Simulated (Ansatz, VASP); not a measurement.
TaN: VASP beside Ansatz

```xyz
2
Lattice="0.0000 2.2335 2.0701 2.2335 0.0000 2.0701 2.2335 2.2335 0.0000" Properties=species:S:1:pos:R:3 pbc="T T T"
Ta    2.2335    2.2335    2.0701
N     0.0000    0.0000    0.0000
```

Change from the starting cell: strain +0.025 along x and y, -0.050 along z, atoms carried along.

Alike in both runs: task single point; functional PBEsol; k mesh 18 × 18 × 18; occupations gaussian, width 0.15 eV; no spin polarisation.

```csv
,VASP,Ansatz
version,VASP 6.6.1,Ansatz 0.2.0
potentials or method,"VASP PAW PBE potentials, release 64 (Ta_pv, N), cutoff 520 eV","scalar-relativistic, plane waves, PAW"
valence electrons in the cell,16,18
```

VASP gave:

* gap on the k mesh at the Fermi level (eV): none
* pressure (GPa): 11.8
* traceless stress, the component that is largest in VASP (GPa): 38.55

Q: What did Ansatz give for the same quantities?

A: gap on the k mesh at the Fermi level (eV): none; pressure (GPa): 10.6; traceless stress, the component that is largest in VASP (GPa): 38.19.

VASP's potentials were made for PBE, not for PBEsol. A gap of «none» marks a metal or a gap that the smearing closes. VASP's potentials hold 16 valence electrons a cell and Ansatz's 18, so a difference there can come from the potentials and not from the codes.

Neither program's run includes spin-orbit coupling.
